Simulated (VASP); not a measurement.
# TePb in VASP: notebook

The runs below take TePb through single point, with PBEsol.

Everything below comes from runs of VASP 6.6.1. Logs are shortened: lines on timing, memory, paths and dates and some standing lists are left out, and cuts for length are marked.

### 1 The cell of the first run

The structure is trigonal, space group R-3m (No. 166). The conventional cell has a = 4.609 Å, b = 4.609 Å, c = 10.955 Å, α = 90.00°, β = 90.00°, γ = 120.00°. Within 4.2 Å of Te (site symmetry -3m) lie 6 Pb at 3.23 Å. Within 4.2 Å of Pb (site symmetry -3m) lie 6 Te at 3.23 Å.

### 2 Single point, PBEsol (equal xy, yz and zx shear strains of -2 %)

Contents of INCAR:

```
  ALGO = Normal
  EDIFF = 1E-6
  ENCUT = 520
  GGA = PS
  ISIF = 2
  ISMEAR = -1
  LASPH = T
  LCHARG = F
  LREAL = F
  LWAVE = F
  NBANDS = 17
  NELM = 80
  PREC = Accurate
  SIGMA = 0.03
```

Contents of KPOINTS:

```
k-points
0
Gamma
  10 10 10
```

Contents of POSCAR:

```
TePb
1.0
   -0.0645400000      3.1947300000      3.1947300000
    3.1947300000     -0.0645400000      3.1947300000
    3.1947300000      3.1947300000     -0.0645400000
Te Pb
1 1
Direct
    0.5000000000      0.5000000000      0.5000000000
    0.0000000000      0.0000000000      0.0000000000
```

Potentials or basis: VASP PAW PBE potentials, release 64 (Te, Pb_d).

Started as:

```bash
> cat potpaw_PBE.64/Te/POTCAR potpaw_PBE.64/Pb_d/POTCAR > POTCAR
> mpirun -np 1 vasp_std > vasp.out
```

OUTCAR:

```text
EDIFF = 1E-6
   ENCUT = 520
   GGA = PS
   ISIF = 2
   ISMEAR = -1
   LASPH = T
   LREAL = F
   NELM = 80
   PREC = Accurate

 ion  position               nearest neighbor table
   1  0.500  0.500  0.500-   2 3.23   2 3.23   2 3.23   2 3.23   2 3.23   2 3.23
   2  0.000  0.000  0.000-   1 3.23   1 3.23   1 3.23   1 3.23   1 3.23   1 3.23

  LATTYP: Found a trigonal (rhomboedric) cell.
 ALAT       =     4.5184914471
 COS(alpha) =     0.4797000918

  Lattice vectors:

 A1 = (  -0.0645400000,   3.1947300000,   3.1947300000)
 A2 = (   3.1947300000,  -0.0645400000,   3.1947300000)
 A3 = (   3.1947300000,   3.1947300000,  -0.0645400000)

Analysis of symmetry for initial positions (statically):
=====================================================================
 Subroutine PRICEL returns:
 Original cell was already a primitive cell.

 Routine SETGRP: Setting up the symmetry group for a
 trigonal (rhombohedral) supercell.

 Subroutine GETGRP returns: Found 12 space group operations
 (whereof 12 operations were pure point group operations)
 out of a pool of 12 trial point group operations.

The static configuration has the point symmetry D_3d.

Analysis of symmetry for dynamics (positions and initial velocities):
=====================================================================
 Subroutine PRICEL returns:
 Original cell was already a primitive cell.

 Routine SETGRP: Setting up the symmetry group for a
 trigonal (rhombohedral) supercell.

 Subroutine GETGRP returns: Found 12 space group operations
 (whereof 12 operations were pure point group operations)
 out of a pool of 12 trial point group operations.

The dynamic configuration has the point symmetry D_3d.

 Subroutine INISYM returns: Found 12 space group operations
 (whereof 12 operations are pure point group operations),
 and found     1 'primitive' translations

----------------------------------------------------------------------------------------

                                     Primitive cell

  volume of cell :      67.1886

  direct lattice vectors                    reciprocal lattice vectors
    -0.064540000  3.194730000  3.194730000    -0.151843192  0.154973979  0.154973979
     3.194730000 -0.064540000  3.194730000     0.154973979 -0.151843192  0.154973979
     3.194730000  3.194730000 -0.064540000     0.154973979  0.154973979 -0.151843192

  length of vectors
     4.518491447  4.518491447  4.518491447     0.266627499  0.266627499  0.266627499

  position of ions in fractional coordinates (direct lattice)
     0.500000000  0.500000000  0.500000000
     0.000000000  0.000000000  0.000000000

  ion indices of the primitive-cell ions
   primitive index   ion index
                 1           1
                 2           2

----------------------------------------------------------------------------------------

 KPOINTS: k-points

Automatic generation of k-mesh.
 Grid dimensions read from file:
 generate k-points for:   10   10   10

 Generating k-lattice:

  Cartesian coordinates                     Fractional coordinates (reciprocal lattice)
    -0.015184319  0.015497398  0.015497398     0.100000000  0.000000000 -0.000000000
     0.015497398 -0.015184319  0.015497398     0.000000000  0.100000000 -0.000000000
     0.015497398  0.015497398 -0.015184319     0.000000000  0.000000000  0.100000000

  Length of vectors
     0.026662750  0.026662750  0.026662750

  Shift w.r.t. Gamma in fractional coordinates (k-lattice)
     0.000000000  0.000000000  0.000000000

 Subroutine IBZKPT returns following result:
 ===========================================

 Found    116 irreducible k-points:

 Following reciprocal coordinates:
            Coordinates               Weight
  0.000000  0.000000  0.000000      1.000000
  0.100000  0.000000 -0.000000      6.000000
  0.200000  0.000000 -0.000000      6.000000
  0.300000 -0.000000 -0.000000      6.000000
  0.400000 -0.000000  0.000000      6.000000
  0.500000  0.000000  0.000000      3.000000
[... 16 lines left out ...]
  0.300000  0.300000 -0.000000      6.000000
  0.400000  0.300000 -0.000000     12.000000
 [... further k-points ...]
   k-points           NKPTS =    116   k-points in BZ     NKDIM =    116   number of bands    NBANDS=     17
   number of dos      NEDOS =    301   number of ions     NIONS =      2
   total plane-waves  NPLWV =  46656
   dimension x,y,z NGX =    36 NGY =   36 NGZ =   36
   dimension x,y,z NGXF=    72 NGYF=   72 NGZF=   72
   ions per type =               1   1
   NGX,Y,Z   is equivalent  to a cutoff of  13.25, 13.25, 13.25 a.u.
   NGXF,Y,Z  is equivalent  to a cutoff of  26.49, 26.49, 26.49 a.u.
 SYSTEM =  unknown system
   PREC   = accura    normal or accurate (medium, high low for compatibility)
   ISTART =      0    job   : 0-new  1-cont  2-samecut
   ICHARG =      2    charge: 1-file 2-atom 10-const
   ISPIN  =      1    spin polarized calculation?
   LNONCOLLINEAR =      F non collinear calculations
   LSORBIT =      F    spin-orbit coupling
   LASPH  =      T    aspherical Exc in radial PAW
   ENCUT  =  520.0 eV  38.22 Ry    6.18 a.u.   8.40  8.40  8.40*2*pi/ulx,y,z
   NELM   =     80;   NELMIN=  2; NELMDL= -5     # of ELM steps
   EDIFF  = 0.1E-05   stopping-criterion for ELM
   LREAL  =      F    real-space projection
   EDIFFG = 0.1E-04   stopping-criterion for IOM
   NSW    =      0    number of steps for IOM
   IBRION =     -1    ionic relax: 0-MD 1-quasi-New 2-CG
   NFREE  =      0    steps in history (QN), initial steepest desc. (CG)
   ISIF   =      2    stress and relaxation
   ISYM   =      2    0-nonsym 1-usesym 2-fastsym
   POTIM  = 0.5000    time-step for ionic-motion
   TEBEG  =    0.0;   TEEND  =   0.0 temperature during run
   PSTRESS=    0.0 pullay stress
   NELECT =      20.0000    total number of electrons
   NUPDOWN=      -1.0000    fix difference up-down
   EMIN   =  10.00;   EMAX   =-10.00  energy-range for DOS
   EFERMI =   0.00;   METHOD = LEGACY
   ISMEAR =    -1;   SIGMA  =   0.03  broadening in eV -4-tet -1-fermi 0-gaus
   EFERMI_NEDOS =   21; number of points for ismear=-14 and -15
   IALGO  =     38    algorithm
   IMIX   =      4    mixing-type and parameters
     AMIX     =   0.40;   BMIX     =  1.00
     AMIX_MAG =   1.60;   BMIX_MAG =  1.00
  volume/ion in A,a.u.               =      33.59       226.71
  Fermi-wavevector in a.u.,A,eV,Ry     =   1.093082  2.065626 16.256639  1.194829
  Thomas-Fermi vector in A             =   2.229361
   LORBIT       =      0    0 simple, 1 ext, 2 COOP (PROOUT), +10 PAW based schemes
   GGA     = PS    functional components
   LHFCALC =     F    Hartree Fock is set to
   AEXX    =    0.0000 exact exchange contribution
   IVDW    =     0    specifies the selected vdW correction
   LEPSILON=     F    determine dielectric tensor
   LRPA    =     F    only Hartree local field effects (RPA)
 non-spin polarized calculation
  energy-cutoff  :      520.00
  volume of cell :       67.19
 maximum number of plane-waves:      1831
 NGX is ok and might be reduce to    36
   NGX = 17   NGY = 17   NGZ = 17

 number of electron      20.0000001 magnetization

 Free energy of the ion-electron system (eV)
  ---------------------------------------------------
  ext. energy  EPLUGINS =         0.00000000
  ---------------------------------------------------
  free energy    TOTEN  =        -8.25538535 eV

  energy without entropy =       -8.25538452  energy(sigma->0) =       -8.25538494

 E-fermi :   5.8097     XC(G=0):  -9.4887

 val. band max:        5.5606962259   @ k =   0.5000   0.0000   0.0000
 cond. band min:       6.0247540758   @ k =   0.5000   0.5000   0.5000
 fundamental gap:      0.4640578499
 Fermi energy:         5.8097292208

 k-point     1 :       0.0000    0.0000    0.0000
  band No.  band energies     occupation
      1     -11.1244      2.00000
      2     -11.1244      2.00000
      3     -11.1136      2.00000
      4     -11.1113      2.00000
      5     -11.1113      2.00000
      6      -6.5535      2.00000
[... 9 lines left out ...]
     16      11.5184      0.00000
     17      12.7453      0.00000

 k-point     2 :       0.1000    0.0000   -0.0000
  band No.  band energies     occupation
      1     -11.1260      2.00000
      2     -11.1250      2.00000
      3     -11.1125      2.00000
      4     -11.1110      2.00000
      5     -11.1097      2.00000
      6      -6.4678      2.00000
[... 9 lines left out ...]
     16      11.6696      0.00000
     17      13.4693      0.00000

 k-point     3 :       0.2000    0.0000   -0.0000
  band No.  band energies     occupation
      1     -11.1303      2.00000
      2     -11.1278      2.00000
      3     -11.1109      2.00000
      4     -11.1079      2.00000
      5     -11.1054      2.00000
      6      -6.2164      2.00000
[... 9 lines left out ...]
     16      12.1973      0.00000
     17      14.8862      0.00000

 k-point     4 :       0.3000   -0.0000   -0.0000
  band No.  band energies     occupation
      1     -11.1356      2.00000
      2     -11.1319      2.00000
      3     -11.1102      2.00000
      4     -11.1023      2.00000
      5     -11.1001      2.00000
      6      -5.8242      2.00000
[... 9 lines left out ...]
     16      13.0371      0.00000
     17      16.2691      0.00000

 k-point     5 :       0.4000   -0.0000    0.0000
  band No.  band energies     occupation
      1     -11.1399      2.00000
      2     -11.1355      2.00000
      3     -11.1097      2.00000
      4     -11.0974      2.00000
      5     -11.0958      2.00000
      6      -5.3696      2.00000
[... 9 lines left out ...]
     16      14.1094      0.00000
     17      15.7517      0.00000

 k-point     6 :       0.5000    0.0000    0.0000
  band No.  band energies     occupation
      1     -11.1416      2.00000
      2     -11.1369      2.00000
      3     -11.1095      2.00000
      4     -11.0956      2.00000
      5     -11.0942      2.00000
      6      -5.1168      2.00000
[... 9 lines left out ...]
     16      14.4958      0.00000
     17      15.1890      0.00000

 k-point     7 :       0.1000    0.1000    0.0000
  band No.  band energies     occupation
      1     -11.1283      2.00000
      2     -11.1231      2.00000
      3     -11.1136      2.00000
      4     -11.1102      2.00000
      5     -11.1090      2.00000
      6      -6.4379      2.00000
[... 9 lines left out ...]
     16      11.9209      0.00000
     17      13.2784      0.00000

 k-point     8 :       0.2000    0.1000    0.0000
  band No.  band energies     occupation
      1     -11.1334      2.00000
      2     -11.1235      2.00000
      3     -11.1135      2.00000
      4     -11.1068      2.00000
      5     -11.1058      2.00000
      6      -6.2407      2.00000
[... 9 lines left out ...]
     16      12.5416      0.00000
     17      14.0164      0.00000
[... 203 lines left out ...]
      1     -11.1559      2.00000
      2     -11.1283      2.00000
      3     -11.1106      2.00000
      4     -11.0961      2.00000
      5     -11.0929      2.00000
      6      -5.0470      2.00000
[... 9 lines left out ...]
     16      15.0858      0.00000
     17      15.6262      0.00000

 k-point    20 :      -0.4000    0.2000    0.0000
  band No.  band energies     occupation
      1     -11.1519      2.00000
      2     -11.1321      2.00000
      3     -11.1066      2.00000
      4     -11.0980      2.00000
      5     -11.0946      2.00000
      6      -4.9716      2.00000
[... 9 lines left out ...]
     16      13.9574      0.00000
     17      16.2415      0.00000

 k-point    21 :      -0.3000    0.2000   -0.0000
  band No.  band energies     occupation
      1     -11.1447      2.00000
      2     -11.1340      2.00000
      3     -11.1053      2.00000
      4     -11.1006      2.00000
      5     -11.0979      2.00000
      6      -5.2884      2.00000
[... 9 lines left out ...]
     16      13.9405      0.00000
     17      15.2381      0.00000

 k-point    22 :      -0.2000    0.2000    0.0000
  band No.  band energies     occupation
      1     -11.1367      2.00000
      2     -11.1340      2.00000
      3     -11.1078      2.00000
      4     -11.1042      2.00000
      5     -11.0994      2.00000
      6      -5.7002      2.00000
[... 9 lines left out ...]
     16      14.1279      0.00000
     17      14.4860      0.00000

 k-point    23 :       0.3000    0.3000   -0.0000
  band No.  band energies     occupation
      1     -11.1613      2.00000
      2     -11.1195      2.00000
      3     -11.1160      2.00000
      4     -11.0961      2.00000
      5     -11.0941      2.00000
      6      -5.5962      2.00000
[... 9 lines left out ...]
     16      14.4395      0.00000
     17      14.6930      0.00000

 k-point    24 :       0.4000    0.3000   -0.0000
  band No.  band energies     occupation
      1     -11.1695      2.00000
      2     -11.1195      2.00000
      3     -11.1164      2.00000
      4     -11.0922      2.00000
      5     -11.0910      2.00000
      6      -5.2834      2.00000
[... 9 lines left out ...]
     16      15.1835      0.00000
     17      15.4901      0.00000

 [... further k-points ...]
[... 5 lines left out ...]
  --------------------------------------------------------------------------------------
  -------------------------------------------------------------------------------------
  Total       -0.1108739     -0.1108739     -0.1108739      0.1205369      0.1205369      0.1205369
  in kB       -2.6438945     -2.6438945     -2.6438945      2.8743175      2.8743175      2.8743175
  external PRESSURE =      -2.6438945 kB  Pullay stress =       0.0000000 kB

 VOLUME and BASIS-vectors are now :
 -----------------------------------------------------------------------------
  energy-cutoff  :      520.00
  volume of cell :       67.19
      direct lattice vectors                 reciprocal lattice vectors
    -0.064540000  3.194730000  3.194730000    -0.151843192  0.154973979  0.154973979
     3.194730000 -0.064540000  3.194730000     0.154973979 -0.151843192  0.154973979
     3.194730000  3.194730000 -0.064540000     0.154973979  0.154973979 -0.151843192

 POSITION                                       TOTAL-FORCE (eV/Angst)
 -----------------------------------------------------------------------------------
      3.16246      3.16246      3.16246         0.000000      0.000000      0.000000
      0.00000      0.00000      0.00000         0.000000     -0.000000     -0.000000
 -----------------------------------------------------------------------------------
    total drift:                               -0.000000      0.000000      0.000000

  FREE ENERGIE OF THE ION-ELECTRON SYSTEM (eV)
  ---------------------------------------------------
  free  energy   TOTEN  =        -8.2553853523 eV

  energy  without entropy=       -8.2553845250  energy(sigma->0) =       -8.25538494
```

It took 91 s on 1 thread of Intel Xeon Platinum 8488C (Sapphire Rapids), shared host; peak memory 0.3 GiB.

Results:

* Free energy: -8.2554 eV
* Pressure: -0.3 GPa
* Band gap on the k mesh: 0.46 eV (least direct gap 0.64 eV)

Stress tensor (GPa, compression positive):
```
-0.26  0.29  0.29
 0.29 -0.26  0.29
 0.29  0.29 -0.26
```

Levels at points of the mesh, in eV from the valence-band top:
```tsv
k point	band 7	band 8	band 9	band 10	band 11	band 12	band 13	band 14
(0.00, 0.00, 0.00)	-5.66	-1.48	-1.48	-1.22	3.96	4.04	4.04	5.58
(0.50, 0.00, 0.00)	-8.70	-0.94	-0.86	0.00	0.64	1.18	1.31	8.19
(0.50, 0.50, 0.00)	-7.36	-4.60	-2.97	-2.77	3.15	5.38	5.45	6.65
(0.50, 0.50, 0.50)	-8.60	-1.02	-1.02	-0.19	0.46	1.05	1.05	8.34
```

Caveat: the cell differs from its parent crystal (equal xy, yz and zx shear strains of -2 %); the PAW data sets were made with another functional, which shifts forces and pressure a little; spin-orbit coupling is left out, which moves the levels of the heavy elements. A k mesh can miss the band edges.

(Part 1 of 2 ends here.)
